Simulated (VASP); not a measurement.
# HgBr3 (P6_3/mmc) in VASP: single point with PBE

Aim: the single point of HgBr3 with PBE.

Program: VASP 6.6.1. These are calculated values, not measurements. Logs are shortened: lines on timing, memory, paths and dates and some standing lists are left out, and cuts for length are marked.

## Step 1: The cell of the first run

The structure is hexagonal, space group P6_3/mmc (No. 194). The conventional cell has a = 9.025 Å, b = 9.025 Å, c = 3.829 Å, α = 90.00°, β = 90.00°, γ = 120.00°. Hg (site symmetry -6m2) has 6 Br at 2.85 Å and 2 Hg at 3.83 Å within 3.9 Å. Within 3.9 Å of Br (site symmetry mm2) lie 2 Hg at 2.85 Å and 8 Br at 3.65 to 3.83 Å.

## Step 2: Single point, PBE

Input file INCAR:

```
  PREC = Accurate
  ENCUT = 520
  EDIFF = 1E-7
  ISMEAR = 0
  SIGMA = 0.1
  LREAL = False
  LASPH = True
  NELM = 80
  ALGO = Normal
  ISIF = 2
  LWAVE = False
  LCHARG = True
  GGA = PE
  LELF = True
  LVHAR = True
  NBANDS = 43
```

Input file KPOINTS:

```
regular mesh
0
Gamma
  6 6 10
```

Input file POSCAR:

```
HgBr3
1.0
    9.0251008076      0.0000000000      0.0000000000
   -4.5125504038      7.8159665711      0.0000000000
    0.0000000000      0.0000000000      3.8287335891
Hg Br
2 6
Direct
    0.6666666667      0.3333333333      0.2500000000
    0.3333333333      0.6666666667      0.7500000000
    0.3968609646      0.1984304823      0.7500000000
    0.8015695177      0.1984304823      0.7500000000
    0.8015695177      0.6031390354      0.7500000000
    0.6031390354      0.8015695177      0.2500000000
    0.1984304823      0.8015695177      0.2500000000
    0.1984304823      0.3968609646      0.2500000000
```

Potentials or basis: VASP PAW PBE potentials, release 64 (Hg, Br).

The run is started by

```bash
$ cat potpaw_PBE.64/Hg/POTCAR potpaw_PBE.64/Br/POTCAR > POTCAR
$ mpirun -np 1 vasp_std > vasp.out
```

OUTCAR:

```text
PREC = Accurate
   ENCUT = 520
   EDIFF = 1E-7
   ISMEAR = 0
   LREAL = False
   LASPH = True
   NELM = 80
   ISIF = 2
   GGA = PE

 ion  position               nearest neighbor table
   1  0.667  0.333  0.250-   4 2.85   4 2.85   3 2.85   3 2.85   5 2.85   5 2.85
   2  0.333  0.667  0.750-   7 2.85   7 2.85   6 2.85   6 2.85   8 2.85   8 2.85
   3  0.397  0.198  0.750-   1 2.85   1 2.85
   4  0.802  0.198  0.750-   1 2.85   1 2.85
   5  0.802  0.603  0.750-   1 2.85   1 2.85
   6  0.603  0.802  0.250-   2 2.85   2 2.85
   7  0.198  0.802  0.250-   2 2.85   2 2.85
   8  0.198  0.397  0.250-   2 2.85   2 2.85

  LATTYP: Found a hexagonal cell.
 ALAT       =     9.0251008076
 C/A-ratio  =     0.4242316702

  Lattice vectors:

 A1 = (   9.0251008076,   0.0000000000,   0.0000000000)
 A2 = (  -4.5125504038,   7.8159665711,   0.0000000000)
 A3 = (   0.0000000000,   0.0000000000,   3.8287335891)

Analysis of symmetry for initial positions (statically):
=====================================================================
 Subroutine PRICEL returns:
 Original cell was already a primitive cell.

 Routine SETGRP: Setting up the symmetry group for a
 hexagonal supercell.

 Subroutine GETGRP returns: Found 24 space group operations
 (whereof 12 operations were pure point group operations)
 out of a pool of 24 trial point group operations.

The static configuration has the point symmetry D_3d.
 The point group associated with its full space group is D_6h.

Analysis of symmetry for dynamics (positions and initial velocities):
=====================================================================
 Subroutine PRICEL returns:
 Original cell was already a primitive cell.

 Routine SETGRP: Setting up the symmetry group for a
 hexagonal supercell.

 Subroutine GETGRP returns: Found 24 space group operations
 (whereof 12 operations were pure point group operations)
 out of a pool of 24 trial point group operations.

The dynamic configuration has the point symmetry D_3d.
 The point group associated with its full space group is D_6h.

 Subroutine INISYM returns: Found 24 space group operations
 (whereof 12 operations are pure point group operations),
 and found     1 'primitive' translations

----------------------------------------------------------------------------------------

                                     Primitive cell

  volume of cell :     270.0784

  direct lattice vectors                    reciprocal lattice vectors
     9.025100808  0.000000000  0.000000000     0.110802086  0.063971614  0.000000000
    -4.512550404  7.815966571  0.000000000     0.000000000  0.127943229  0.000000000
     0.000000000  0.000000000  3.828733589     0.000000000  0.000000000  0.261182967

  length of vectors
     9.025100808  9.025100808  3.828733589     0.127943229  0.127943229  0.261182967

  position of ions in fractional coordinates (direct lattice)
     0.666666667  0.333333333  0.250000000
     0.333333333  0.666666667  0.750000000
     0.396860965  0.198430482  0.750000000
     0.801569518  0.198430482  0.750000000
     0.801569518  0.603139035  0.750000000
     0.603139035  0.801569518  0.250000000
     0.198430482  0.801569518  0.250000000
     0.198430482  0.396860965  0.250000000

  ion indices of the primitive-cell ions
   primitive index   ion index
                 1           1
                 2           2
                 3           3
                 4           4
                 5           5
                 6           6
                 7           7
                 8           8

----------------------------------------------------------------------------------------

 KPOINTS: regular mesh

Automatic generation of k-mesh.
 Grid dimensions read from file:
 generate k-points for:    6    6   10

 Generating k-lattice:

  Cartesian coordinates                     Fractional coordinates (reciprocal lattice)
     0.018467014  0.010661936  0.000000000     0.166666667  0.000000000  0.000000000
     0.000000000  0.021323871  0.000000000     0.000000000  0.166666667  0.000000000
     0.000000000  0.000000000  0.026118297     0.000000000  0.000000000  0.100000000

  Length of vectors
     0.021323871  0.021323871  0.026118297

  Shift w.r.t. Gamma in fractional coordinates (k-lattice)
     0.000000000  0.000000000  0.000000000

 Subroutine IBZKPT returns following result:
 ===========================================

 Found     42 irreducible k-points:

 Following reciprocal coordinates:
            Coordinates               Weight
  0.000000  0.000000  0.000000      1.000000
  0.166667  0.000000  0.000000      6.000000
  0.333333  0.000000  0.000000      6.000000
  0.500000  0.000000  0.000000      3.000000
  0.166667  0.166667  0.000000      6.000000
  0.333333  0.166667  0.000000     12.000000
[... 16 lines left out ...]
  0.166667  0.000000  0.300000     12.000000
  0.333333  0.000000  0.300000     12.000000
 [... further k-points ...]
   k-points           NKPTS =     42   k-points in BZ     NKDIM =     42   number of bands    NBANDS=     43
   number of dos      NEDOS =    301   number of ions     NIONS =      8
   total plane-waves  NPLWV = 137200
   dimension x,y,z NGX =    70 NGY =   70 NGZ =   28
   dimension x,y,z NGXF=   140 NGYF=  140 NGZF=   56
   ions per type =               2   6
   NGX,Y,Z   is equivalent  to a cutoff of  12.89, 12.89, 12.16 a.u.
   NGXF,Y,Z  is equivalent  to a cutoff of  25.79, 25.79, 24.32 a.u.
 SYSTEM =  unknown system
   PREC   = accura    normal or accurate (medium, high low for compatibility)
   ISTART =      0    job   : 0-new  1-cont  2-samecut
   ICHARG =      2    charge: 1-file 2-atom 10-const
   ISPIN  =      1    spin polarized calculation?
   LNONCOLLINEAR =      F non collinear calculations
   LSORBIT =      F    spin-orbit coupling
   LASPH  =      T    aspherical Exc in radial PAW
   ENCUT  =  520.0 eV  38.22 Ry    6.18 a.u.  16.78 16.78  7.12*2*pi/ulx,y,z
   NELM   =     80;   NELMIN=  2; NELMDL= -5     # of ELM steps
   EDIFF  = 0.1E-06   stopping-criterion for ELM
   LREAL  =      F    real-space projection
   EDIFFG = 0.1E-05   stopping-criterion for IOM
   NSW    =      0    number of steps for IOM
   IBRION =     -1    ionic relax: 0-MD 1-quasi-New 2-CG
   NFREE  =      0    steps in history (QN), initial steepest desc. (CG)
   ISIF   =      2    stress and relaxation
   ISYM   =      2    0-nonsym 1-usesym 2-fastsym
   POTIM  = 0.5000    time-step for ionic-motion
   TEBEG  =    0.0;   TEEND  =   0.0 temperature during run
   PSTRESS=    0.0 pullay stress
   NELECT =      66.0000    total number of electrons
   NUPDOWN=      -1.0000    fix difference up-down
   EMIN   =  10.00;   EMAX   =-10.00  energy-range for DOS
   EFERMI =   0.00;   METHOD = LEGACY
   ISMEAR =     0;   SIGMA  =   0.10  broadening in eV -4-tet -1-fermi 0-gaus
   EFERMI_NEDOS =   21; number of points for ismear=-14 and -15
   IALGO  =     38    algorithm
   IMIX   =      4    mixing-type and parameters
     AMIX     =   0.40;   BMIX     =  1.00
     AMIX_MAG =   1.60;   BMIX_MAG =  1.00
  volume/ion in A,a.u.               =      33.76       227.82
  Fermi-wavevector in a.u.,A,eV,Ry     =   1.023512  1.934157 14.253141  1.047576
  Thomas-Fermi vector in A             =   2.157249
   LORBIT       =      0    0 simple, 1 ext, 2 COOP (PROOUT), +10 PAW based schemes
   GGA     = PE    functional components
   LHFCALC =     F    Hartree Fock is set to
   AEXX    =    0.0000 exact exchange contribution
   IVDW    =     0    specifies the selected vdW correction
   LEPSILON=     F    determine dielectric tensor
   LRPA    =     F    only Hartree local field effects (RPA)
 non-spin polarized calculation
 Gauss-broadening in eV      SIGMA  =   0.10
  energy-cutoff  :      520.00
  volume of cell :      270.08
 maximum number of plane-waves:      7299
 NGX is ok and might be reduce to    70
   NGX = 33   NGY = 33   NGZ = 15

 number of electron      66.0000004 magnetization

 Free energy of the ion-electron system (eV)
  ---------------------------------------------------
  ext. energy  EPLUGINS =         0.00000000
  ---------------------------------------------------
  free energy    TOTEN  =       -10.73659616 eV

  energy without entropy =      -10.66558476  energy(sigma->0) =      -10.70109046

 E-fermi :  -0.7229     XC(G=0):  -8.0236

 val. band max:       -0.7286137098   @ k =   0.1667   0.0000   0.1000
 cond. band min:      -0.7197408911   @ k =   0.5000   0.0000   0.2000
 fundamental gap:      0.0088728187
 Fermi energy:        -0.7228740184

 k-point     1 :       0.0000    0.0000    0.0000
  band No.  band energies     occupation
      1     -14.7603      2.00000
      2     -14.3269      2.00000
      3     -14.3038      2.00000
      4     -14.3038      2.00000
      5     -14.0919      2.00000
      6     -14.0919      2.00000
[... 35 lines left out ...]
     42       6.9329      0.00000
     43       7.8981      0.00000

 k-point     2 :       0.1667    0.0000    0.0000
  band No.  band energies     occupation
      1     -14.7415      2.00000
      2     -14.3743      2.00000
      3     -14.3102      2.00000
      4     -14.3064      2.00000
      5     -14.0890      2.00000
      6     -14.0567      2.00000
[... 35 lines left out ...]
     42       7.1452      0.00000
     43       7.9298      0.00000

 k-point     3 :       0.3333    0.0000    0.0000
  band No.  band energies     occupation
      1     -14.6891      2.00000
      2     -14.4741      2.00000
      3     -14.3115      2.00000
      4     -14.3114      2.00000
      5     -14.0833      2.00000
      6     -14.0074      2.00000
[... 35 lines left out ...]
     42       7.4072      0.00000
     43       7.9895      0.00000

 k-point     4 :       0.5000    0.0000    0.0000
  band No.  band energies     occupation
      1     -14.6372      2.00000
      2     -14.5449      2.00000
      3     -14.3139      2.00000
      4     -14.3117      2.00000
      5     -14.0806      2.00000
      6     -13.9879      2.00000
[... 863 lines left out ...]
     42       7.1287      0.00000
     43       7.6075      0.00000

 k-point    23 :       0.1667    0.0000    0.3000
  band No.  band energies     occupation
      1     -14.4789      2.00000
      2     -14.2401      2.00000
      3     -14.1768      2.00000
      4     -14.1703      2.00000
      5     -14.0388      2.00000
      6     -14.0209      2.00000
[... 35 lines left out ...]
     42       7.5223      0.00000
     43       7.5372      0.00000

 k-point    24 :       0.3333    0.0000    0.3000
  band No.  band energies     occupation
      1     -14.4434      2.00000
      2     -14.2995      2.00000
      3     -14.1815      2.00000
      4     -14.1735      2.00000
      5     -14.0353      2.00000
      6     -13.9927      2.00000
[... 35 lines left out ...]
     42       7.2122      0.00000
     43       7.8970      0.00000

 [... further k-points ...]
[... 5 lines left out ...]
  --------------------------------------------------------------------------------------
  -------------------------------------------------------------------------------------
  Total        0.1556529      0.1556529      0.2869297      0.0000000      0.0000000      0.0000000
  in kB        0.9233743      0.9233743      1.7021438      0.0000000      0.0000000      0.0000000
  external PRESSURE =       1.1829641 kB  Pullay stress =       0.0000000 kB

 VOLUME and BASIS-vectors are now :
 -----------------------------------------------------------------------------
  energy-cutoff  :      520.00
  volume of cell :      270.08
      direct lattice vectors                 reciprocal lattice vectors
     9.025100808  0.000000000  0.000000000     0.110802086  0.063971614  0.000000000
    -4.512550404  7.815966571  0.000000000     0.000000000  0.127943229  0.000000000
     0.000000000  0.000000000  3.828733589     0.000000000  0.000000000  0.261182967

 POSITION                                       TOTAL-FORCE (eV/Angst)
 -----------------------------------------------------------------------------------
      4.51255      2.60532      0.95718        -0.000000     -0.000000      0.000000
     -0.00000      5.21064      2.87155         0.000000     -0.000000      0.000000
      2.68628      1.55093      2.87155        -0.025301     -0.014608      0.000000
      6.33882      1.55093      2.87155         0.025301     -0.014608     -0.000000
      4.51255      4.71411      2.87155         0.000000      0.029216     -0.000000
      1.82627      6.26504      0.95718         0.025301      0.014608     -0.000000
     -1.82627      6.26504      0.95718        -0.025301      0.014608      0.000000
     -0.00000      3.10185      0.95718        -0.000000     -0.029216      0.000000
 -----------------------------------------------------------------------------------
    total drift:                               -0.000000      0.000000      0.000000

  FREE ENERGIE OF THE ION-ELECTRON SYSTEM (eV)
  ---------------------------------------------------
  free  energy   TOTEN  =       -10.7365961632 eV

  energy  without entropy=      -10.6655847595  energy(sigma->0) =      -10.70109046
```

Wall time 6.5 min (1 thread of Intel Xeon Platinum 8375C at 2.90GHz (Ice Lake), shared host); peak memory 0.62 GiB.

Results:

- Free energy: -10.7366 eV
- Pressure: 0.1 GPa
- Largest force: 0.029 eV/Å
- Band gap on the k mesh: zero (bands 33 and 34 overlap by 0.44 eV)

Forces in eV/Å, atoms in the order of the input:
```
Hg   0.000  0.000  0.000
Hg   0.000  0.000  0.000
Br  -0.025 -0.015  0.000
Br   0.025 -0.015  0.000
Br   0.000  0.029  0.000
Br   0.025  0.015  0.000
Br  -0.025  0.015  0.000
Br   0.000 -0.029  0.000
```

Stress tensor (GPa, compression positive):
```
0.09 0.00 0.00
0.00 0.09 0.00
0.00 0.00 0.17
```

Caveat: spin-orbit coupling is left out, which moves the levels of the heavy elements; this functional lacks dispersion, which binds layers or chains, so the pressure and a relaxed spacing across them are unreliable.
